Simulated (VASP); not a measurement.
# La3HgO2 (P6/mmm) in VASP: single point with PBE

Aim: the single point of La3HgO2 with PBE.

Program: VASP 6.6.1. These are calculated values, not measurements. Logs are shortened: lines on timing, memory, paths and dates and some standing lists are left out, and cuts for length are marked.

### Step 1. The cell of the first run

Symmetry: P6/mmm, No. 191, hexagonal system. The conventional cell has a = 6.184 Å, b = 6.184 Å, c = 3.697 Å, α = 90.00°, β = 90.00°, γ = 120.00°. Within 3.4 Å of La (site symmetry mmm) lie 4 O at 2.57 Å and 4 La at 3.09 Å. Hg (site symmetry 6/mmm) has 6 O at 3.57 Å and 12 La at 3.60 Å and 2 Hg at 3.70 Å within 4.7 Å. O (site symmetry -6m2) has 6 La at 2.57 Å within 3.4 Å.

### Step 2. Single point, PBE

Contents of INCAR:

```
PREC = Accurate
ENCUT = 520
EDIFF = 1E-6
ISMEAR = 0
SIGMA = 0.1
LREAL = F
LASPH = T
NELM = 80
ALGO = Normal
ISIF = 2
LWAVE = F
LCHARG = F
GGA = PE
NBANDS = 38
```

Contents of KPOINTS:

```
Automatic mesh
0
Gamma
  3 3 6
```

Contents of POSCAR:

```
La3HgO2
1.0
    6.1841048600      0.0000000000      0.0000000000
   -3.0920524300      5.3555919100      0.0000000000
    0.0000000000      0.0000000000      3.6965906900
La Hg O
3 1 2
Direct
    0.5000000000      0.0000000000      0.5000000000
    0.0000000000      0.5000000000      0.5000000000
    0.5000000000      0.5000000000      0.5000000000
    0.0000000000      0.0000000000      0.0000000000
    0.6666666700      0.3333333300      0.0000000000
    0.3333333300      0.6666666700      0.0000000000
```

Potentials or basis: VASP PAW PBE potentials, release 64 (La, Hg, O).

Started as:

```sh
> cat potpaw_PBE.64/La/POTCAR potpaw_PBE.64/Hg/POTCAR potpaw_PBE.64/O/POTCAR > POTCAR
> mpirun -np 1 vasp_std > vasp.out
```

OUTCAR:

```text
PREC = Accurate
   ENCUT = 520
   EDIFF = 1E-6
   ISMEAR = 0
   LREAL = F
   LASPH = T
   NELM = 80
   ISIF = 2
   GGA = PE

 ion  position               nearest neighbor table
   1  0.500  0.000  0.500-   5 2.57   6 2.57   5 2.57   6 2.57   2 3.09   3 3.09   3 3.09   2 3.09
                             4 3.60   4 3.60   4 3.60   4 3.60
   2  0.000  0.500  0.500-   5 2.57   6 2.57   5 2.57   6 2.57   3 3.09   3 3.09   1 3.09   1 3.09
                             4 3.60   4 3.60   4 3.60   4 3.60
   3  0.500  0.500  0.500-   5 2.57   6 2.57   5 2.57   6 2.57   2 3.09   2 3.09   1 3.09   1 3.09
                             4 3.60   4 3.60   4 3.60   4 3.60
   4  0.000  0.000  0.000-   1 3.60   1 3.60   1 3.60   1 3.60   2 3.60   3 3.60   2 3.60   2 3.60
                             3 3.60   2 3.60   3 3.60   3 3.60
   5  0.667  0.333  0.000-   2 2.57   2 2.57   1 2.57   1 2.57   3 2.57   3 2.57
   6  0.333  0.667  0.000-   2 2.57   2 2.57   1 2.57   1 2.57   3 2.57   3 2.57

  LATTYP: Found a hexagonal cell.
 ALAT       =     6.1841048600
 C/A-ratio  =     0.5977567932

  Lattice vectors:

 A1 = (   6.1841048600,   0.0000000000,   0.0000000000)
 A2 = (  -3.0920524300,   5.3555919100,   0.0000000000)
 A3 = (   0.0000000000,   0.0000000000,   3.6965906900)

Analysis of symmetry for initial positions (statically):
=====================================================================
 Subroutine PRICEL returns:
 Original cell was already a primitive cell.

 Routine SETGRP: Setting up the symmetry group for a
 hexagonal supercell.

 Subroutine GETGRP returns: Found 24 space group operations
 (whereof 24 operations were pure point group operations)
 out of a pool of 24 trial point group operations.

The static configuration has the point symmetry D_6h.

Analysis of symmetry for dynamics (positions and initial velocities):
=====================================================================
 Subroutine PRICEL returns:
 Original cell was already a primitive cell.

 Routine SETGRP: Setting up the symmetry group for a
 hexagonal supercell.

 Subroutine GETGRP returns: Found 24 space group operations
 (whereof 24 operations were pure point group operations)
 out of a pool of 24 trial point group operations.

The dynamic configuration has the point symmetry D_6h.

 Subroutine INISYM returns: Found 24 space group operations
 (whereof 24 operations are pure point group operations),
 and found     1 'primitive' translations

[... 92 lines left out ...]
   NSW    =      0    number of steps for IOM
   IBRION =     -1    ionic relax: 0-MD 1-quasi-New 2-CG
   NFREE  =      0    steps in history (QN), initial steepest desc. (CG)
   ISIF   =      2    stress and relaxation
   ISYM   =      2    0-nonsym 1-usesym 2-fastsym
   POTIM  = 0.5000    time-step for ionic-motion
   TEBEG  =    0.0;   TEEND  =   0.0 temperature during run
   PSTRESS=    0.0 pullay stress
   NELECT =      57.0000    total number of electrons
   NUPDOWN=      -1.0000    fix difference up-down
   EMIN   =  10.00;   EMAX   =-10.00  energy-range for DOS
   EFERMI =   0.00;   METHOD = LEGACY
   ISMEAR =     0;   SIGMA  =   0.10  broadening in eV -4-tet -1-fermi 0-gaus
   EFERMI_NEDOS =   21; number of points for ismear=-14 and -15
   IALGO  =     38    algorithm
   IMIX   =      4    mixing-type and parameters
     AMIX     =   0.40;   BMIX     =  1.00
     AMIX_MAG =   1.60;   BMIX_MAG =  1.00
  volume/ion in A,a.u.               =      20.40       137.70
  Fermi-wavevector in a.u.,A,eV,Ry     =   1.268833  2.397747 21.904534  1.609938
  Thomas-Fermi vector in A             =   2.401907
   LORBIT       =      0    0 simple, 1 ext, 2 COOP (PROOUT), +10 PAW based schemes
   GGA     = PE    functional components
   LHFCALC =     F    Hartree Fock is set to
   AEXX    =    0.0000 exact exchange contribution
   IVDW    =     0    specifies the selected vdW correction
   LEPSILON=     F    determine dielectric tensor
   LRPA    =     F    only Hartree local field effects (RPA)
 non-spin polarized calculation
 Gauss-broadening in eV      SIGMA  =   0.10
  energy-cutoff  :      520.00
  volume of cell :      122.43
 maximum number of plane-waves:      3326
 NGX is ok and might be reduce to    48
   NGX = 23   NGY = 23   NGZ = 13

 number of electron      56.9999991 magnetization

 Free energy of the ion-electron system (eV)
  ---------------------------------------------------
  ext. energy  EPLUGINS =         0.00000000
  ---------------------------------------------------
  free energy    TOTEN  =       -34.28971121 eV

  energy without entropy =      -34.26512654  energy(sigma->0) =      -34.27741887

 E-fermi :   8.9412     XC(G=0): -10.8039

 val. band max:        8.9079664016   @ k =   0.3333   0.3333   0.3333
 cond. band min:       8.9719964774   @ k =   0.0000   0.0000   0.3333
 fundamental gap:      0.0640300758
 Fermi energy:         8.9412325423

 k-point     1 :       0.0000    0.0000    0.0000
  band No.  band energies     occupation
      1     -24.4447      2.00000
      2     -23.6758      2.00000
      3     -23.6758      2.00000
      4     -12.0108      2.00000
      5      -9.7993      2.00000
      6      -8.8399      2.00000
[... 481 lines left out ...]
     37      10.6791      0.00000
     38      10.9421      0.00000

------------------------ aborting loop because EDIFF is reached ----------------------------------------

  FORCE on cell =-STRESS in cart. coord.  units (eV):
  Direction    XX          YY          ZZ          XY          YZ          ZX
  --------------------------------------------------------------------------------------
  -------------------------------------------------------------------------------------
  Total        7.9961592      7.9961592     -6.0173028      0.0000000     -0.0000000      0.0000000
  in kB      104.6420718    104.6420718    -78.7456841      0.0000000     -0.0000000      0.0000000
  external PRESSURE =      43.5128198 kB  Pullay stress =       0.0000000 kB

 VOLUME and BASIS-vectors are now :
 -----------------------------------------------------------------------------
  energy-cutoff  :      520.00
  volume of cell :      122.43
      direct lattice vectors                 reciprocal lattice vectors
     6.184104860  0.000000000  0.000000000     0.161704891  0.093360362  0.000000000
    -3.092052430  5.355591910  0.000000000     0.000000000  0.186720724  0.000000000
     0.000000000  0.000000000  3.696590690     0.000000000  0.000000000  0.270519536

 POSITION                                       TOTAL-FORCE (eV/Angst)
 -----------------------------------------------------------------------------------
      3.09205      0.00000      1.84830         0.000000      0.000000      0.000000
     -1.54603      2.67780      1.84830         0.000000      0.000000      0.000000
      1.54603      2.67780      1.84830         0.000000      0.000000      0.000000
      0.00000      0.00000      0.00000         0.000000      0.000000      0.000000
      3.09205      1.78520      0.00000         0.000000      0.000000      0.000000
     -0.00000      3.57039      0.00000        -0.000000     -0.000000      0.000000
 -----------------------------------------------------------------------------------
    total drift:                               -0.000000      0.000000     -0.000000

  FREE ENERGIE OF THE ION-ELECTRON SYSTEM (eV)
  ---------------------------------------------------
  free  energy   TOTEN  =       -34.2897112129 eV

  energy  without entropy=      -34.2651265353  energy(sigma->0) =      -34.27741887
```

stdout:

```text
POSCAR found type information on POSCAR LaHgO
 POSCAR found :  3 types and       6 ions
 scaLAPACK will be used
 LDA part: xc-table for (Slater+PW92), standard interpolation
 POSCAR, INCAR and KPOINTS ok, starting setup
 FFT: planning ... GRIDC
 FFT: planning ... GRID_SOFT
 FFT: planning ... GRID
 WAVECAR not read
 entering main loop
```

It used 270 s of CPU time on 1 thread of AMD EPYC 7R13 Processor (Zen 3), with other jobs on the host.

Results:

```yaml
Free_energy: -34.2897 eV
Pressure: 4.4 GPa
```

Stress tensor (GPa, compression positive):
```
10.46  0.00  0.00
 0.00 10.46  0.00
 0.00  0.00 -7.87
```

Caveat: the k points lie up to 0.39 Å⁻¹ apart; spin-orbit coupling is left out, which moves the levels of the heavy elements; an odd number of electrons without spin polarisation forces a metal; a magnetic or distorted state may lie lower.
